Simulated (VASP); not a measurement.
# N (P6_3/mmc) in VASP: single point with PBE

Aim: the single point of N with PBE.

Everything below comes from runs of VASP 6.6.1. Logs are shortened: lines on timing, memory, paths and dates and some standing lists are left out, and cuts for length are marked.

## 1. The cell of the first run

It takes space group P6_3/mmc (No. 194, hexagonal). Conventional cell: a = 4.167 Å, b = 4.167 Å, c = 7.006 Å, α = 90.00°, β = 90.00°, γ = 120.00°. Within 1.5 Å of N (site symmetry 3m) lie 1 N at 1.11 Å.

## 2. Single point, PBE

INCAR reads:

```
SYSTEM = N
PREC = Accurate
ENCUT = 1330
EDIFF = 1E-6
ISMEAR = 0
SIGMA = 0.01
LREAL = .False.
LASPH = .True.
NELM = 120
ALGO = Normal
ISIF = 2
LWAVE = .False.
LCHARG = .False.
GGA = PE
NBANDS = 18
GGA_COMPAT = .False.
```

KPOINTS reads:

```
regular mesh
0
Gamma
  4 4 2
  0 0 0
```

POSCAR reads:

```
N
1.0
    4.1672000000      0.0000000000      0.0000000000
   -2.0836000000      3.6089000000      0.0000000000
    0.0000000000      0.0000000000      7.0060000000
N
4
Direct
    0.3333333333      0.6666666667      0.3289000000
    0.3333333333      0.6666666667      0.1711000000
    0.6666666667      0.3333333333      0.8289000000
    0.6666666667      0.3333333333      0.6711000000
```

Potentials or basis: VASP PAW PBE potentials, release 64 (N_h).

Launch:

```
cat potpaw_PBE.64/N_h/POTCAR > POTCAR
mpirun -np 1 vasp_std > vasp.out
```

OUTCAR:

```text
SYSTEM = N
   PREC = Accurate
   ENCUT = 1330
   EDIFF = 1E-6
   ISMEAR = 0
   LREAL = .False.
   LASPH = .True.
   NELM = 120
   ISIF = 2
   GGA = PE

 ion  position               nearest neighbor table
   1  0.333  0.667  0.329-   2 1.11
   2  0.333  0.667  0.171-   1 1.11
   3  0.667  0.333  0.829-   4 1.11
   4  0.667  0.333  0.671-   3 1.11

  LATTYP: Found a hexagonal cell.
 ALAT       =     4.1672000000
 C/A-ratio  =     1.6812248032

  Lattice vectors:

 A1 = (   4.1672000000,   0.0000000000,   0.0000000000)
 A2 = (  -2.0836000000,   3.6089000000,   0.0000000000)
 A3 = (   0.0000000000,   0.0000000000,   7.0060000000)

Analysis of symmetry for initial positions (statically):
=====================================================================
 Subroutine PRICEL returns:
 Original cell was already a primitive cell.

 Routine SETGRP: Setting up the symmetry group for a
 hexagonal supercell.

 Subroutine GETGRP returns: Found 24 space group operations
 (whereof 12 operations were pure point group operations)
 out of a pool of 24 trial point group operations.

The static configuration has the point symmetry D_3d.
 The point group associated with its full space group is D_6h.

Analysis of symmetry for dynamics (positions and initial velocities):
=====================================================================
 Subroutine PRICEL returns:
 Original cell was already a primitive cell.

 Routine SETGRP: Setting up the symmetry group for a
 hexagonal supercell.

 Subroutine GETGRP returns: Found 24 space group operations
 (whereof 12 operations were pure point group operations)
 out of a pool of 24 trial point group operations.

The dynamic configuration has the point symmetry D_3d.
 The point group associated with its full space group is D_6h.

 Subroutine INISYM returns: Found 24 space group operations
 (whereof 12 operations are pure point group operations),
 and found     1 'primitive' translations

----------------------------------------------------------------------------------------

                                     Primitive cell

  volume of cell :     105.3633

  direct lattice vectors                    reciprocal lattice vectors
     4.167200000  0.000000000  0.000000000     0.239969284  0.138546371  0.000000000
    -2.083600000  3.608900000  0.000000000     0.000000000  0.277092743  0.000000000
     0.000000000  0.000000000  7.006000000     0.000000000  0.000000000  0.142734799

  length of vectors
     4.167200000  4.167199080  7.006000000     0.277092682  0.277092743  0.142734799

  position of ions in fractional coordinates (direct lattice)
     0.333333333  0.666666667  0.328900000
     0.333333333  0.666666667  0.171100000
     0.666666667  0.333333333  0.828900000
     0.666666667  0.333333333  0.671100000

  ion indices of the primitive-cell ions
   primitive index   ion index
                 1           1
                 2           2
                 3           3
                 4           4

----------------------------------------------------------------------------------------

 KPOINTS: regular mesh

Automatic generation of k-mesh.
 Grid dimensions read from file:
 generate k-points for:    4    4    2

 Generating k-lattice:

  Cartesian coordinates                     Fractional coordinates (reciprocal lattice)
     0.059992321  0.034636593  0.000000000     0.250000000  0.000000000  0.000000000
     0.000000000  0.069273186  0.000000000     0.000000000  0.250000000  0.000000000
     0.000000000  0.000000000  0.071367399     0.000000000  0.000000000  0.500000000

  Length of vectors
     0.069273170  0.069273186  0.071367399

  Shift w.r.t. Gamma in fractional coordinates (k-lattice)
     0.000000000  0.000000000  0.000000000

 Subroutine IBZKPT returns following result:
 ===========================================

 Found      8 irreducible k-points:

 Following reciprocal coordinates:
            Coordinates               Weight
  0.000000  0.000000  0.000000      1.000000
  0.250000  0.000000  0.000000      6.000000
  0.500000  0.000000  0.000000      3.000000
  0.250000  0.250000  0.000000      6.000000
  0.000000  0.000000  0.500000      1.000000
  0.250000  0.000000  0.500000      6.000000
  0.500000  0.000000  0.500000      3.000000
  0.250000  0.250000  0.500000      6.000000
   k-points           NKPTS =      8   k-points in BZ     NKDIM =      8   number of bands    NBANDS=     18
   number of dos      NEDOS =    301   number of ions     NIONS =      4
   total plane-waves  NPLWV = 210000
   dimension x,y,z NGX =    50 NGY =   50 NGZ =   84
   dimension x,y,z NGXF=   100 NGYF=  100 NGZF=  168
   ions per type =               4
   NGX,Y,Z   is equivalent  to a cutoff of  19.95, 19.95, 19.93 a.u.
   NGXF,Y,Z  is equivalent  to a cutoff of  39.89, 39.89, 39.86 a.u.
 SYSTEM =  N
   PREC   = accura    normal or accurate (medium, high low for compatibility)
   ISTART =      0    job   : 0-new  1-cont  2-samecut
   ICHARG =      2    charge: 1-file 2-atom 10-const
   ISPIN  =      1    spin polarized calculation?
   LNONCOLLINEAR =      F non collinear calculations
   LSORBIT =      F    spin-orbit coupling
   LASPH  =      T    aspherical Exc in radial PAW
   ENCUT  = 1330.0 eV  97.75 Ry    9.89 a.u.  12.39 12.39 20.83*2*pi/ulx,y,z
   NELM   =    120;   NELMIN=  2; NELMDL= -5     # of ELM steps
   EDIFF  = 0.1E-05   stopping-criterion for ELM
   LREAL  =      F    real-space projection
   EDIFFG = 0.1E-04   stopping-criterion for IOM
   NSW    =      0    number of steps for IOM
   IBRION =     -1    ionic relax: 0-MD 1-quasi-New 2-CG
   NFREE  =      0    steps in history (QN), initial steepest desc. (CG)
   ISIF   =      2    stress and relaxation
   ISYM   =      2    0-nonsym 1-usesym 2-fastsym
   POTIM  = 0.5000    time-step for ionic-motion
   TEBEG  =    0.0;   TEEND  =   0.0 temperature during run
   PSTRESS=    0.0 pullay stress
   NELECT =      20.0000    total number of electrons
   NUPDOWN=      -1.0000    fix difference up-down
   EMIN   =  10.00;   EMAX   =-10.00  energy-range for DOS
   EFERMI =   0.00;   METHOD = LEGACY
   ISMEAR =     0;   SIGMA  =   0.01  broadening in eV -4-tet -1-fermi 0-gaus
   EFERMI_NEDOS =   21; number of points for ismear=-14 and -15
   IALGO  =     38    algorithm
   IMIX   =      4    mixing-type and parameters
     AMIX     =   0.40;   BMIX     =  1.00
     AMIX_MAG =   1.60;   BMIX_MAG =  1.00
  volume/ion in A,a.u.               =      26.34       177.76
  Fermi-wavevector in a.u.,A,eV,Ry     =   0.940853  1.777954 12.043934  0.885204
  Thomas-Fermi vector in A             =   2.068306
   LORBIT       =      0    0 simple, 1 ext, 2 COOP (PROOUT), +10 PAW based schemes
   GGA     = PE    functional components
   LHFCALC =     F    Hartree Fock is set to
   AEXX    =    0.0000 exact exchange contribution
   IVDW    =     0    specifies the selected vdW correction
   LEPSILON=     F    determine dielectric tensor
   LRPA    =     F    only Hartree local field effects (RPA)
 non-spin polarized calculation
 Gauss-broadening in eV      SIGMA  =   0.01
  energy-cutoff  :     1330.00
  volume of cell :      105.36
 maximum number of plane-waves:     11634
 NGX is ok and might be reduce to    50
   NGX = 25   NGY = 25   NGZ = 41

 number of electron      20.0000000 magnetization

 Free energy of the ion-electron system (eV)
  ---------------------------------------------------
  ext. energy  EPLUGINS =         0.00000000
  ---------------------------------------------------
  free energy    TOTEN  =       -33.66625495 eV

  energy without entropy =      -33.66625495  energy(sigma->0) =      -33.66625495

 E-fermi :  -6.4094     XC(G=0):  -5.8961

 val. band max:       -6.5253237336   @ k =   0.0000   0.0000   0.0000
 cond. band min:       0.6287815833   @ k =   0.2500   0.2500   0.0000
 fundamental gap:      7.1541053169
 Fermi energy:        -6.4094390862

 k-point     1 :       0.0000    0.0000    0.0000
  band No.  band energies     occupation
      1     -24.9027      2.00000
      2     -24.8770      2.00000
      3     -10.6949      2.00000
      4      -9.9667      2.00000
      5      -8.2204      2.00000
      6      -8.2204      2.00000
      7      -8.1221      2.00000
      8      -8.1221      2.00000
      9      -7.6126      2.00000
     10      -6.5253      2.00000
     11       1.2747      0.00000
     12       1.2747      0.00000
     13       1.7456      0.00000
     14       1.7456      0.00000
     15       3.4437      0.00000
     16       4.2036      0.00000
     17       6.0226      0.00000
     18       9.9738      0.00000

 k-point     2 :       0.2500    0.0000    0.0000
  band No.  band energies     occupation
      1     -24.8923      2.00000
      2     -24.8733      2.00000
      3     -10.5756      2.00000
      4     -10.0330      2.00000
      5      -8.3842      2.00000
      6      -8.3100      2.00000
      7      -8.2698      2.00000
      8      -8.1337      2.00000
      9      -7.3344      2.00000
     10      -6.5987      2.00000
     11       0.9821      0.00000
     12       1.1178      0.00000
     13       1.4789      0.00000
     14       1.8098      0.00000
     15       3.9908      0.00000
     16       5.0111      0.00000
     17       6.9806      0.00000
     18       7.6674      0.00000

 k-point     3 :       0.5000    0.0000    0.0000
  band No.  band energies     occupation
      1     -24.8799      2.00000
      2     -24.8716      2.00000
      3     -10.3946      2.00000
      4     -10.1604      2.00000
      5      -8.5354      2.00000
      6      -8.4257      2.00000
      7      -8.3144      2.00000
      8      -8.1494      2.00000
      9      -7.0728      2.00000
     10      -6.7362      2.00000
     11       0.6424      0.00000
     12       0.9918      0.00000
     13       1.3488      0.00000
     14       1.8448      0.00000
     15       4.8702      0.00000
     16       6.1190      0.00000
     17       6.4509      0.00000
     18       7.4572      0.00000

 k-point     4 :       0.2500    0.2500    0.0000
  band No.  band energies     occupation
      1     -24.8800      2.00000
      2     -24.8715      2.00000
      3     -10.3980      2.00000
      4     -10.1568      2.00000
      5      -8.4774      2.00000
      6      -8.4119      2.00000
      7      -8.3360      2.00000
      8      -8.2132      2.00000
      9      -7.0569      2.00000
     10      -6.7417      2.00000
     11       0.6288      0.00000
     12       1.0651      0.00000
     13       1.3245      0.00000
     14       1.7957      0.00000
     15       4.7607      0.00000
     16       6.1645      0.00000
     17       6.5693      0.00000
     18       7.8489      0.00000

 k-point     5 :       0.0000    0.0000    0.5000
  band No.  band energies     occupation
      1     -24.8899      2.00000
      2     -24.8899      2.00000
      3     -10.3853      2.00000
      4     -10.3853      2.00000
      5      -8.1718      2.00000
      6      -8.1718      2.00000
      7      -8.1718      2.00000
      8      -8.1718      2.00000
      9      -7.0175      2.00000
     10      -7.0175      2.00000
     11       1.5006      0.00000
     12       1.5006      0.00000
     13       1.5007      0.00000
     14       1.5007      0.00000
     15       3.6151      0.00000
     16       3.6151      0.00000
     17       8.1281      0.00000
     18       8.1281      0.00000

 k-point     6 :       0.2500    0.0000    0.5000
  band No.  band energies     occupation
      1     -24.8828      2.00000
      2     -24.8828      2.00000
      3     -10.3423      2.00000
      4     -10.3423      2.00000
      5      -8.3047      2.00000
      6      -8.3047      2.00000
      7      -8.2028      2.00000
      8      -8.2028      2.00000
      9      -6.9778      2.00000
     10      -6.9778      2.00000
     11       1.2359      0.00000
     12       1.2359      0.00000
     13       1.4481      0.00000
     14       1.4481      0.00000
     15       4.3135      0.00000
     16       4.3135      0.00000
     17       8.0216      0.00000
     18       8.0216      0.00000

 k-point     7 :       0.5000    0.0000    0.5000
  band No.  band energies     occupation
      1     -24.8758      2.00000
      2     -24.8758      2.00000
      3     -10.2981      2.00000
      4     -10.2981      2.00000
      5      -8.4255      2.00000
      6      -8.4255      2.00000
      7      -8.2335      2.00000
      8      -8.2335      2.00000
      9      -6.9491      2.00000
     10      -6.9491      2.00000
     11       0.9995      0.00000
     12       0.9995      0.00000
     13       1.3968      0.00000
     14       1.3968      0.00000
     15       5.6513      0.00000
     16       5.6513      0.00000
     17       6.2477      0.00000
     18       6.2477      0.00000

 k-point     8 :       0.2500    0.2500    0.5000
  band No.  band energies     occupation
      1     -24.8758      2.00000
      2     -24.8758      2.00000
      3     -10.2977      2.00000
      4     -10.2977      2.00000
      5      -8.3811      2.00000
      6      -8.3811      2.00000
      7      -8.2822      2.00000
      8      -8.2822      2.00000
      9      -6.9464      2.00000
     10      -6.9464      2.00000
     11       1.0806      0.00000
     12       1.0806      0.00000
     13       1.3019      0.00000
     14       1.3019      0.00000
     15       5.3973      0.00000
     16       5.3973      0.00000
     17       6.7738      0.00000
     18       6.7738      0.00000

------------------------ aborting loop because EDIFF is reached ----------------------------------------

  FORCE on cell =-STRESS in cart. coord.  units (eV):
  Direction    XX          YY          ZZ          XY          YZ          ZX
  --------------------------------------------------------------------------------------
  -------------------------------------------------------------------------------------
  Total        0.0864701      0.0864701     -0.8095648      0.0000000     -0.0000000      0.0000000
  in kB        1.3148837      1.3148829    -12.3104194      0.0000000     -0.0000000      0.0000000
  external PRESSURE =      -3.2268843 kB  Pullay stress =       0.0000000 kB

 VOLUME and BASIS-vectors are now :
 -----------------------------------------------------------------------------
  energy-cutoff  :     1330.00
  volume of cell :      105.36
      direct lattice vectors                 reciprocal lattice vectors
     4.167200000  0.000000000  0.000000000     0.239969284  0.138546371  0.000000000
    -2.083600000  3.608900000  0.000000000     0.000000000  0.277092743  0.000000000
     0.000000000  0.000000000  7.006000000     0.000000000  0.000000000  0.142734799

 POSITION                                       TOTAL-FORCE (eV/Angst)
 -----------------------------------------------------------------------------------
     -0.00000      2.40593      2.30427         0.000000      0.000000     -0.440302
     -0.00000      2.40593      1.19873        -0.000000     -0.000000      0.440302
      2.08360      1.20297      5.80727        -0.000000      0.000000     -0.440302
      2.08360      1.20297      4.70173         0.000000     -0.000000      0.440302
 -----------------------------------------------------------------------------------
    total drift:                               -0.000000      0.000000     -0.000000

  FREE ENERGIE OF THE ION-ELECTRON SYSTEM (eV)
  ---------------------------------------------------
  free  energy   TOTEN  =       -33.6662549527 eV

  energy  without entropy=      -33.6662549527  energy(sigma->0) =      -33.66625495
```

Run time: 61 s. Hardware: 1 thread of Intel Xeon Platinum 8488C (Sapphire Rapids), shared host; peak memory 0.48 GiB.

What came out:

* Free energy: -33.6663 eV
* Pressure: -0.3 GPa
* Largest force: 0.440 eV/Å
* Band gap on the k mesh: 7.15 eV (least direct gap 7.37 eV)

Forces on the atoms (eV/Å):
```
N    0.000  0.000 -0.440
N    0.000  0.000  0.440
N    0.000  0.000 -0.440
N    0.000  0.000  0.440
```

Levels at points of the mesh, in eV from the valence-band top:
```tsv
k point	band 6	band 7	band 8	band 9	band 10	band 11	band 12	band 13	band 14	band 15
(0.00, 0.00, 0.00)	-1.70	-1.60	-1.60	-1.09	0.00	7.80	7.80	8.27	8.27	9.97
(0.50, 0.00, 0.00)	-1.90	-1.79	-1.62	-0.55	-0.21	7.17	7.52	7.87	8.37	11.40
(0.00, 0.00, 0.50)	-1.65	-1.65	-1.65	-0.49	-0.49	8.03	8.03	8.03	8.03	10.14
(0.50, 0.00, 0.50)	-1.90	-1.71	-1.71	-0.42	-0.42	7.52	7.52	7.92	7.92	12.18
```

Caveat: the k points lie up to 0.45 Å⁻¹ apart; this functional lacks dispersion, which holds the molecules together, so the pressure and a relaxed volume are unreliable.
